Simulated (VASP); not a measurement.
# Si2Mo (I4/mmm) in VASP: a series of runs

The runs below take Si2Mo through relaxation of cell and atoms, single point, with RPBE+D4, PBEsol+D4, PBEsol, PBE.

Everything below comes from runs of VASP 6.6.1. Logs are shortened: lines on timing, memory, paths and dates and some standing lists are left out, and cuts for length are marked.

### 1 The cell of the first run

The structure is tetragonal, space group I4/mmm (No. 139). The conventional cell has a = 3.200 Å, b = 3.200 Å, c = 7.861 Å, α = 90.00°, β = 90.00°, γ = 90.00°. Mo (site symmetry 4/mmm) has 10 Si at 2.62 Å and 4 Mo at 3.20 Å within 3.5 Å. Si (site symmetry 4mm) has 9 Si at 2.61 to 3.20 Å and 5 Mo at 2.62 Å within 3.4 Å.

### 2 Relaxation of cell and atoms, RPBE+D4

Input file INCAR:

```
  PREC = Accurate
  ENCUT = 600
  EDIFF = 1E-6
  ISMEAR = -1
  SIGMA = 0.05
  LREAL = F
  LASPH = T
  NELM = 80
  ALGO = Normal
  ISIF = 3
  LWAVE = F
  LCHARG = F
  GGA = RP
  IVDW = 13
  IBRION = 2
  NSW = 60
  EDIFFG = -0.01
```

Input file KPOINTS:

```
regular mesh
0
Gamma
  12 12 12
```

Input file POSCAR:

```
Si2Mo
1.0
   -1.6000000000      1.6000000000      3.9305000000
    1.6000000000     -1.6000000000      3.9305000000
    1.6000000000      1.6000000000     -3.9305000000
Mo Si
1 2
Direct
    0.0000000000      0.0000000000      0.0000000000
    0.6670000000      0.6670000000      0.0000000000
    0.3330000000      0.3330000000      0.0000000000
```

Potentials or basis: VASP PAW PBE potentials, release 64 (Mo_sv, Si).

The run is started by

```
$ cat potpaw_PBE.64/Mo_sv/POTCAR potpaw_PBE.64/Si/POTCAR > POTCAR
$ mpirun -np 1 vasp_std > vasp.out
```

OUTCAR:

```text
PREC = Accurate
   ENCUT = 600
   EDIFF = 1E-6
   ISMEAR = -1
   LREAL = F
   LASPH = T
   NELM = 80
   ISIF = 3
   GGA = RP
   IVDW = 13
   IBRION = 2
   NSW = 60
   EDIFFG = -0.01

 ion  position               nearest neighbor table
   1  0.000  0.000  0.000-   2 2.62   3 2.62   2 2.62   3 2.62   2 2.62   3 2.62   3 2.62   2 2.62
                             2 2.62   3 2.62
   2  0.667  0.667  0.000-   3 2.61   3 2.61   3 2.61   3 2.61   1 2.62   1 2.62   1 2.62   1 2.62
                             1 2.62   3 2.63
   3  0.333  0.333  0.000-   2 2.61   2 2.61   2 2.61   2 2.61   1 2.62   1 2.62   1 2.62   1 2.62
                             1 2.62   2 2.63

  LATTYP: Found a body centered tetragonal cell.
 ALAT       =     3.2000000000
 C/A-ratio  =     2.4565625000

  Lattice vectors:

 A1 = (  -1.6000000000,   1.6000000000,   3.9305000000)
 A2 = (   1.6000000000,  -1.6000000000,   3.9305000000)
 A3 = (   1.6000000000,   1.6000000000,  -3.9305000000)

Analysis of symmetry for initial positions (statically):
=====================================================================
 Subroutine PRICEL returns:
 Original cell was already a primitive cell.

 Routine SETGRP: Setting up the symmetry group for a
 body centered tetragonal supercell.

 Subroutine GETGRP returns: Found 16 space group operations
 (whereof 16 operations were pure point group operations)
 out of a pool of 16 trial point group operations.

The static configuration has the point symmetry D_4h.

Analysis of symmetry for dynamics (positions and initial velocities):
=====================================================================
 Subroutine PRICEL returns:
 Original cell was already a primitive cell.

 Routine SETGRP: Setting up the symmetry group for a
 body centered tetragonal supercell.

 Subroutine GETGRP returns: Found 16 space group operations
 (whereof 16 operations were pure point group operations)
 out of a pool of 16 trial point group operations.

The dynamic configuration has the point symmetry D_4h.

 Subroutine INISYM returns: Found 16 space group operations
 (whereof 16 operations are pure point group operations),
 and found     1 'primitive' translations

----------------------------------------------------------------------------------------

                                     Primitive cell

  volume of cell :      40.2483

  direct lattice vectors                    reciprocal lattice vectors
    -1.600000000  1.600000000  3.930500000     0.000000000  0.312500000  0.127210279
     1.600000000 -1.600000000  3.930500000     0.312500000  0.000000000  0.127210279
     1.600000000  1.600000000 -3.930500000     0.312500000  0.312500000  0.000000000

  length of vectors
[... 82 lines left out ...]
   ENCUT  =  600.0 eV  44.10 Ry    6.64 a.u.   9.06  9.06  9.06*2*pi/ulx,y,z
   NELM   =     80;   NELMIN=  2; NELMDL= -5     # of ELM steps
   EDIFF  = 0.1E-05   stopping-criterion for ELM
   LREAL  =      F    real-space projection
   EDIFFG = -.1E-01   stopping-criterion for IOM
   NSW    =     60    number of steps for IOM
   IBRION =      2    ionic relax: 0-MD 1-quasi-New 2-CG
   NFREE  =      1    steps in history (QN), initial steepest desc. (CG)
   ISIF   =      3    stress and relaxation
   ISYM   =      2    0-nonsym 1-usesym 2-fastsym
   POTIM  = 0.5000    time-step for ionic-motion
   TEBEG  =    0.0;   TEEND  =   0.0 temperature during run
   PSTRESS=    0.0 pullay stress
   NELECT =      22.0000    total number of electrons
   NUPDOWN=      -1.0000    fix difference up-down
   EMIN   =  10.00;   EMAX   =-10.00  energy-range for DOS
   EFERMI =   0.00;   METHOD = LEGACY
   ISMEAR =    -1;   SIGMA  =   0.05  broadening in eV -4-tet -1-fermi 0-gaus
   EFERMI_NEDOS =   21; number of points for ismear=-14 and -15
   IALGO  =     38    algorithm
   IMIX   =      4    mixing-type and parameters
     AMIX     =   0.40;   BMIX     =  1.00
     AMIX_MAG =   1.60;   BMIX_MAG =  1.00
  volume/ion in A,a.u.               =      13.42        90.54
  Fermi-wavevector in a.u.,A,eV,Ry     =   1.338546  2.529484 24.377614  1.791704
  Thomas-Fermi vector in A             =   2.467007
   LORBIT       =      0    0 simple, 1 ext, 2 COOP (PROOUT), +10 PAW based schemes
   GGA     = RP    functional components
   LHFCALC =     F    Hartree Fock is set to
   AEXX    =    0.0000 exact exchange contribution
   IVDW    =    13    specifies the selected vdW correction
   LEPSILON=     F    determine dielectric tensor
   LRPA    =     F    only Hartree local field effects (RPA)
 conjugate gradient relaxation of ions
 non-spin polarized calculation
  energy-cutoff  :      600.00
  volume of cell :       40.25
 maximum number of plane-waves:      1362
   NGX = 19   NGY = 19   NGZ = 19

--------------------------------------- Ionic step        1  -------------------------------------------

 number of electron      22.0000000 magnetization

 Free energy of the ion-electron system (eV)
  ---------------------------------------------------
  ext. energy  EPLUGINS =         0.00000000
  ---------------------------------------------------
  free energy    TOTEN  =       -22.06397683 eV

  energy without entropy =      -22.06170797  energy(sigma->0) =      -22.06284240

------------------------ aborting loop because EDIFF is reached ----------------------------------------

  DFT-D4 for vdW energy calculation

  Edisp (eV):   -3.28965
[... 237 lines left out ...]
--------------------------------------- Ionic step        7  -------------------------------------------

 number of electron      22.0000000 magnetization

 Free energy of the ion-electron system (eV)
  ---------------------------------------------------
  ext. energy  EPLUGINS =         0.00000000
  ---------------------------------------------------
  free energy    TOTEN  =       -21.99156404 eV

  energy without entropy =      -21.98923437  energy(sigma->0) =      -21.99039921

 E-fermi :  12.8589     XC(G=0): -12.5606

 val. band max:       12.8037562654   @ k =  -0.4167   0.5000   0.3333
 cond. band min:      12.8735077805   @ k =   0.0833  -0.0000   0.0000
 fundamental gap:      0.0697515151
 Fermi energy:        12.8589225577

 k-point     1 :       0.0000    0.0000    0.0000
  band No.  band energies     occupation
      1     -47.8242      2.00000
      2     -22.0037      2.00000
      3     -21.9031      2.00000
      4     -21.9031      2.00000
      5      -0.8395      2.00000
      6       6.2701      2.00000
      7       9.4989      2.00000
      8       9.6676      2.00000
      9      10.1381      2.00000
     10      10.1381      2.00000
     11      13.2614      0.00064
     12      15.8464      0.00000
     13      16.2459      0.00000
     14      16.5394      0.00000
[... 401 lines left out ...]
      2     -22.1640      2.00000
      3     -21.9732      2.00000
      4     -21.9466      2.00000
      5       2.1803      2.00000
      6       4.7229      2.00000
      7       7.3500      2.00000
      8       8.8000      2.00000
      9      10.1016      2.00000
     10      10.7154      2.00000
     11      10.8952      2.00000
     12      14.9769      0.00000
     13      15.3104      0.00000
     14      16.6566      0.00000
     15      17.4252      0.00000

 [... further k-points ...]

------------------------ aborting loop because EDIFF is reached ----------------------------------------

  DFT-D4 for vdW energy calculation

  Edisp (eV):   -3.39850
[... 26 lines left out ...]
  FREE ENERGIE OF THE ION-ELECTRON SYSTEM (eV)
  ---------------------------------------------------
  free  energy   TOTEN  =       -25.3900612352 eV

  energy  without entropy=      -25.3877315607  energy(sigma->0) =      -25.38889640

 reached required accuracy - stopping structural energy minimisation
```

Run time: 8 min. Hardware: 1 thread of Intel Xeon 6975P-C, shared host; peak memory 0.3 GiB.

What came out:

```yaml
Free_energy: -25.3901 eV
Relaxed_volume: 12.96 Å³/atom
Relaxed_cell: a = 4.481 Å, b = 4.481 Å, c = 4.481 Å, α = 138.65°, β = 138.65°, γ = 59.91°
Space_group_after_relaxing_to_0.05_Å: I4/mmm (No. 139)
Energy_gained_by_relaxing: 12.1 meV/atom
Ionic_steps: 7
Pressure_after_relaxing: -0.1 GPa
Band_gap_on_the_k_mesh: zero (band 11 reaches 13.37 eV, above the bottom of band 12 at 12.38 eV)
Dispersion_energy_per_atom: -1.133 eV
```

Step by step:
```
step  energy change (eV)  largest force (eV/Å)  pressure (GPa)  volume (Å³)
   1              0.0000                0.2522           -7.62        40.25
   2              0.0699                0.1866           15.82        36.64
   3             -0.0358                0.1129           -0.04        38.87
   4             -0.0358                0.1096            0.09        38.84
   5             -0.0364                0.0103            0.05        38.86
   6             -0.0364                0.0081            0.06        38.86
   7             -0.0364                0.0011           -0.05        38.88
```

Final structure:
```
Mo Si
1.0
    -1.58229    1.58229    3.88263
     1.58229   -1.58229    3.88263
     1.58229    1.58229   -3.88263
Mo Si
1 2
Direct
  0.00000 0.00000 0.00000
  0.66576 0.66576 0.00000
  0.33424 0.33424 0.00000
```

Levels at points of the mesh, in eV from the Fermi level:
```csv
k point,band 7,band 8,band 9,band 10,band 11,band 12,band 13,band 14,band 15
"(0.00, 0.00, 0.00)",-3.36,-3.19,-2.72,-2.72,0.40,2.99,3.39,3.68,3.68
"(0.50, 0.00, 0.00)",-5.07,-4.59,-2.70,-2.65,-0.56,2.40,3.15,4.32,4.36
"(0.50, 0.50, 0.00)",-5.83,-5.18,-4.58,-3.20,-1.19,2.46,2.90,3.25,3.40
"(0.50, 0.50, 0.50)",-3.70,-2.32,-0.60,-0.60,-0.48,-0.48,0.55,4.86,5.65
```

Caveat: the PAW data sets were made with another functional, which shifts forces and pressure a little; pairwise dispersion overbinds metals, which lowers pressure and volume.

[end of part 1 of 2]
